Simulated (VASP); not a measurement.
# ZrPdSe4 (P6/mmm) in VASP: further runs

Runs on ZrPdSe4. Level: PBE. Tasks: single point.

Everything below comes from runs of VASP 6.6.1. Logs are shortened: lines on timing, memory, paths and dates and some standing lists are left out, and cuts for length are marked.

### Step 1. The cell of the first run

The structure is hexagonal, space group P6/mmm (No. 191). Conventional cell: a = 4.929 Å, b = 4.929 Å, c = 5.674 Å, α = 90.00°, β = 90.00°, γ = 120.00°. Zr (site symmetry 6/mmm) has 2 Pd at 2.84 Å and 12 Se at 3.13 Å within 3.7 Å. Pd (site symmetry 6/mmm) has 2 Zr at 2.84 Å and 12 Se at 3.23 Å within 3.7 Å. Within 3.5 Å of Se (site symmetry 3m) lie 5 Se at 2.63 to 3.05 Å and 3 Zr at 3.13 Å and 3 Pd at 3.23 Å.

The cell was built from a structure type or drawn by symmetry, and may not be a known phase.

### Step 2. Single point, PBE

File INCAR:

```
SYSTEM = ZrPdSe4
PREC = Accurate
ENCUT = 520
EDIFF = 1E-6
ISMEAR = 0
SIGMA = 0.1
LREAL = .FALSE.
LASPH = .TRUE.
NELM = 80
ALGO = Normal
ISIF = 2
LWAVE = .FALSE.
LCHARG = .FALSE.
GGA = PE
NBANDS = 32
```

File KPOINTS:

```
Automatic mesh
0
G
  6 6 2
  0 0 0
```

File POSCAR:

```
ZrPdSe4
1.0
    4.9288498767      0.0000000000      0.0000000000
   -2.4644249383      4.2685092046      0.0000000000
    0.0000000000      0.0000000000      5.6743585117
Zr Pd Se
1 1 4
Direct
    0.0000000000      0.0000000000      0.0000000000
    0.0000000000      0.0000000000      0.5000000000
    0.3333333333      0.6666666667      0.7683952145
    0.3333333333      0.6666666667      0.2316047855
    0.6666666667      0.3333333333      0.7683952145
    0.6666666667      0.3333333333      0.2316047855
```

Potentials or basis: VASP PAW PBE potentials, release 64 (Zr_sv, Pd, Se).

Launch:

```bash
$ cat potpaw_PBE.64/Zr_sv/POTCAR potpaw_PBE.64/Pd/POTCAR potpaw_PBE.64/Se/POTCAR > POTCAR
$ mpirun -np 1 vasp_std > vasp.out
```

OUTCAR:

```text
SYSTEM = ZrPdSe4
   PREC = Accurate
   ENCUT = 520
   EDIFF = 1E-6
   ISMEAR = 0
   LREAL = .FALSE.
   LASPH = .TRUE.
   NELM = 80
   ISIF = 2
   GGA = PE

 ion  position               nearest neighbor table
   1  0.000  0.000  0.000-   2 2.84   2 2.84   4 3.13   5 3.13   6 3.13   3 3.13   3 3.13   4 3.13
                             5 3.13   6 3.13   5 3.13   6 3.13   3 3.13   4 3.13
   2  0.000  0.000  0.500-   1 2.84   1 2.84
   3  0.333  0.667  0.768-   4 2.63   1 3.13   1 3.13   1 3.13
   4  0.333  0.667  0.232-   3 2.63   1 3.13   1 3.13   1 3.13
   5  0.667  0.333  0.768-   6 2.63   1 3.13   1 3.13   1 3.13
   6  0.667  0.333  0.232-   5 2.63   1 3.13   1 3.13   1 3.13

  LATTYP: Found a hexagonal cell.
 ALAT       =     4.9288498767
 C/A-ratio  =     1.1512540762

  Lattice vectors:

 A1 = (   4.9288498767,   0.0000000000,   0.0000000000)
 A2 = (  -2.4644249383,   4.2685092046,   0.0000000000)
 A3 = (   0.0000000000,   0.0000000000,   5.6743585117)

Analysis of symmetry for initial positions (statically):
=====================================================================
 Subroutine PRICEL returns:
 Original cell was already a primitive cell.

 Routine SETGRP: Setting up the symmetry group for a
 hexagonal supercell.

 Subroutine GETGRP returns: Found 24 space group operations
 (whereof 24 operations were pure point group operations)
 out of a pool of 24 trial point group operations.

The static configuration has the point symmetry D_6h.

Analysis of symmetry for dynamics (positions and initial velocities):
=====================================================================
 Subroutine PRICEL returns:
 Original cell was already a primitive cell.

 Routine SETGRP: Setting up the symmetry group for a
 hexagonal supercell.

 Subroutine GETGRP returns: Found 24 space group operations
 (whereof 24 operations were pure point group operations)
 out of a pool of 24 trial point group operations.

The dynamic configuration has the point symmetry D_6h.

 Subroutine INISYM returns: Found 24 space group operations
 (whereof 24 operations are pure point group operations),
 and found     1 'primitive' translations

----------------------------------------------------------------------------------------

                                     Primitive cell

  volume of cell :     119.3819

  direct lattice vectors                    reciprocal lattice vectors
     4.928849877  0.000000000  0.000000000     0.202887088  0.117136915  0.000000000
    -2.464424938  4.268509205  0.000000000     0.000000000  0.234273830  0.000000000
     0.000000000  0.000000000  5.674358512     0.000000000  0.000000000  0.176231375

  length of vectors
     4.928849877  4.928849877  5.674358512     0.234273830  0.234273830  0.176231375

  position of ions in fractional coordinates (direct lattice)
     0.000000000  0.000000000  0.000000000
     0.000000000  0.000000000  0.500000000
     0.333333333  0.666666667  0.768395215
     0.333333333  0.666666667  0.231604785
     0.666666667  0.333333333  0.768395215
     0.666666667  0.333333333  0.231604785

  ion indices of the primitive-cell ions
   primitive index   ion index
                 1           1
                 2           2
                 3           3
                 4           4
                 5           5
                 6           6

----------------------------------------------------------------------------------------

 KPOINTS: Automatic mesh

Automatic generation of k-mesh.
 Grid dimensions read from file:
 generate k-points for:    6    6    2

 Generating k-lattice:

  Cartesian coordinates                     Fractional coordinates (reciprocal lattice)
     0.033814515  0.019522819  0.000000000     0.166666667  0.000000000  0.000000000
     0.000000000  0.039045638  0.000000000     0.000000000  0.166666667  0.000000000
     0.000000000  0.000000000  0.088115687     0.000000000  0.000000000  0.500000000

  Length of vectors
     0.039045638  0.039045638  0.088115687

  Shift w.r.t. Gamma in fractional coordinates (k-lattice)
     0.000000000  0.000000000  0.000000000

 Subroutine IBZKPT returns following result:
 ===========================================

 Found     14 irreducible k-points:

 Following reciprocal coordinates:
            Coordinates               Weight
  0.000000  0.000000  0.000000      1.000000
  0.166667  0.000000  0.000000      6.000000
  0.333333 -0.000000  0.000000      6.000000
  0.500000 -0.000000  0.000000      3.000000
  0.166667  0.166667  0.000000      6.000000
  0.333333  0.166667  0.000000     12.000000
  0.333333  0.333333  0.000000      2.000000
  0.000000  0.000000  0.500000      1.000000
  0.166667  0.000000  0.500000      6.000000
  0.333333 -0.000000  0.500000      6.000000
  0.500000 -0.000000  0.500000      3.000000
  0.166667  0.166667  0.500000      6.000000
  0.333333  0.166667  0.500000     12.000000
  0.333333  0.333333  0.500000      2.000000
   k-points           NKPTS =     14   k-points in BZ     NKDIM =     14   number of bands    NBANDS=     32
   number of dos      NEDOS =    301   number of ions     NIONS =      6
   total plane-waves  NPLWV =  67200
   dimension x,y,z NGX =    40 NGY =   40 NGZ =   42
   dimension x,y,z NGXF=    80 NGYF=   80 NGZF=   84
   ions per type =               1   1   4
   NGX,Y,Z   is equivalent  to a cutoff of  13.49, 13.49, 12.31 a.u.
   NGXF,Y,Z  is equivalent  to a cutoff of  26.98, 26.98, 24.61 a.u.
 SYSTEM =  ZrPdSe4
   PREC   = accura    normal or accurate (medium, high low for compatibility)
   ISTART =      0    job   : 0-new  1-cont  2-samecut
   ICHARG =      2    charge: 1-file 2-atom 10-const
   ISPIN  =      1    spin polarized calculation?
   LNONCOLLINEAR =      F non collinear calculations
   LSORBIT =      F    spin-orbit coupling
   LASPH  =      T    aspherical Exc in radial PAW
   ENCUT  =  520.0 eV  38.22 Ry    6.18 a.u.   9.16  9.16 10.55*2*pi/ulx,y,z
   NELM   =     80;   NELMIN=  2; NELMDL= -5     # of ELM steps
   EDIFF  = 0.1E-05   stopping-criterion for ELM
   LREAL  =      F    real-space projection
   EDIFFG = 0.1E-04   stopping-criterion for IOM
   NSW    =      0    number of steps for IOM
   IBRION =     -1    ionic relax: 0-MD 1-quasi-New 2-CG
   NFREE  =      0    steps in history (QN), initial steepest desc. (CG)
   ISIF   =      2    stress and relaxation
   ISYM   =      2    0-nonsym 1-usesym 2-fastsym
   POTIM  = 0.5000    time-step for ionic-motion
   TEBEG  =    0.0;   TEEND  =   0.0 temperature during run
   PSTRESS=    0.0 pullay stress
   NELECT =      46.0000    total number of electrons
   NUPDOWN=      -1.0000    fix difference up-down
   EMIN   =  10.00;   EMAX   =-10.00  energy-range for DOS
   EFERMI =   0.00;   METHOD = LEGACY
   ISMEAR =     0;   SIGMA  =   0.10  broadening in eV -4-tet -1-fermi 0-gaus
   EFERMI_NEDOS =   21; number of points for ismear=-14 and -15
   IALGO  =     38    algorithm
   IMIX   =      4    mixing-type and parameters
     AMIX     =   0.40;   BMIX     =  1.00
     AMIX_MAG =   1.60;   BMIX_MAG =  1.00
  volume/ion in A,a.u.               =      19.90       134.27
  Fermi-wavevector in a.u.,A,eV,Ry     =   1.191282  2.251197 19.308746  1.419153
  Thomas-Fermi vector in A             =   2.327347
   LORBIT       =      0    0 simple, 1 ext, 2 COOP (PROOUT), +10 PAW based schemes
   GGA     = PE    functional components
   LHFCALC =     F    Hartree Fock is set to
   AEXX    =    0.0000 exact exchange contribution
   IVDW    =     0    specifies the selected vdW correction
   LEPSILON=     F    determine dielectric tensor
   LRPA    =     F    only Hartree local field effects (RPA)
 non-spin polarized calculation
 Gauss-broadening in eV      SIGMA  =   0.10
  energy-cutoff  :      520.00
  volume of cell :      119.38
 maximum number of plane-waves:      3237
 NGX is ok and might be reduce to    40
   NGX = 19   NGY = 19   NGZ = 21

 number of electron      45.9999999 magnetization

 Free energy of the ion-electron system (eV)
  ---------------------------------------------------
  ext. energy  EPLUGINS =         0.00000000
  ---------------------------------------------------
  free energy    TOTEN  =       -27.99644077 eV

  energy without entropy =      -27.98105711  energy(sigma->0) =      -27.98874894

 E-fermi :   7.0089     XC(G=0): -10.9537

 val. band max:        6.9889379994   @ k =   0.5000  -0.0000   0.0000
 cond. band min:       7.0626149941   @ k =   0.0000   0.0000   0.0000
 fundamental gap:      0.0736769947
 Fermi energy:         7.0088573899

 k-point     1 :       0.0000    0.0000    0.0000
  band No.  band energies     occupation
      1     -43.0282      2.00000
      2     -21.0430      2.00000
      3     -20.9794      2.00000
      4     -20.9794      2.00000
      5      -8.8399      2.00000
      6      -6.4228      2.00000
[... 24 lines left out ...]
     31      10.9079      0.00000
     32      11.5616      0.00000

 k-point     2 :       0.1667    0.0000    0.0000
  band No.  band energies     occupation
      1     -43.0282      2.00000
      2     -21.0424      2.00000
      3     -20.9832      2.00000
      4     -20.9802      2.00000
      5      -8.6826      2.00000
      6      -6.3079      2.00000
[... 24 lines left out ...]
     31      10.7517      0.00000
     32      11.9942      0.00000
[... 383 lines left out ...]
     31       9.7770      0.00000
     32      10.6938      0.00000

 k-point    14 :       0.3333    0.3333    0.5000
  band No.  band energies     occupation
      1     -43.0275      2.00000
      2     -21.0513      2.00000
      3     -20.9897      2.00000
      4     -20.9897      2.00000
      5      -7.0451      2.00000
      6      -7.0451      2.00000
[... 24 lines left out ...]
     31       9.3160      0.00000
     32       9.7437      0.00000

------------------------ aborting loop because EDIFF is reached ----------------------------------------

  FORCE on cell =-STRESS in cart. coord.  units (eV):
  Direction    XX          YY          ZZ          XY          YZ          ZX
  --------------------------------------------------------------------------------------
  -------------------------------------------------------------------------------------
  Total        0.0038133      0.0038133      0.0406038      0.0000000      0.0000000      0.0000000
  in kB        0.0511774      0.0511774      0.5449271      0.0000000      0.0000000      0.0000000
  external PRESSURE =       0.2157606 kB  Pullay stress =       0.0000000 kB

 VOLUME and BASIS-vectors are now :
 -----------------------------------------------------------------------------
  energy-cutoff  :      520.00
  volume of cell :      119.38
      direct lattice vectors                 reciprocal lattice vectors
     4.928849877  0.000000000  0.000000000     0.202887088  0.117136915  0.000000000
    -2.464424938  4.268509205  0.000000000     0.000000000  0.234273830  0.000000000
     0.000000000  0.000000000  5.674358512     0.000000000  0.000000000  0.176231375

 POSITION                                       TOTAL-FORCE (eV/Angst)
 -----------------------------------------------------------------------------------
      0.00000      0.00000      0.00000         0.000000      0.000000      0.000000
      0.00000      0.00000      2.83718        -0.000000      0.000000      0.000000
     -0.00000      2.84567      4.36015        -0.000000      0.000000     -0.014441
     -0.00000      2.84567      1.31421        -0.000000      0.000000      0.014441
      2.46442      1.42284      4.36015        -0.000000     -0.000000     -0.014441
      2.46442      1.42284      1.31421         0.000000      0.000000      0.014441
 -----------------------------------------------------------------------------------
    total drift:                                0.000000     -0.000000     -0.000000

  FREE ENERGIE OF THE ION-ELECTRON SYSTEM (eV)
  ---------------------------------------------------
  free  energy   TOTEN  =       -27.9964407684 eV

  energy  without entropy=      -27.9810571115  energy(sigma->0) =      -27.98874894
```

It took 26 s on 1 thread of AMD EPYC 9R45 (Zen 5), shared host; peak memory 0.23 GiB.

What came out:

```yaml
Free_energy: -27.9964 eV
Pressure: 0.0 GPa
Largest_force: 0.014 eV/Å
Band_gap_on_the_k_mesh: zero (bands 23 and 24 overlap by 1.36 eV)
```

Forces on the atoms (eV/Å):
```
Zr   0.000  0.000  0.000
Pd   0.000  0.000  0.000
Se   0.000  0.000 -0.014
Se   0.000  0.000  0.014
Se   0.000  0.000 -0.014
Se   0.000  0.000  0.014
```

Levels at points of the mesh, in eV from the Fermi level:
```
           k point  band 21  band 22  band 23  band 24  band 25  band 26
(0.00, 0.00, 0.00)    -1.62     0.05     0.05     0.67     1.70     1.78
(0.50, 0.00, 0.00)    -0.78    -0.02     0.30     1.40     1.66     1.69
(0.00, 0.00, 0.50)    -1.06    -1.06    -0.34    -0.34     0.27     0.41
(0.50, 0.00, 0.50)    -1.33    -0.62    -0.52    -0.29     0.11     1.39
```

Caveat: the k points lie up to 0.55 Å⁻¹ apart, too coarse for converged energies and pressures of a metal.

[end of part 1 of 2]
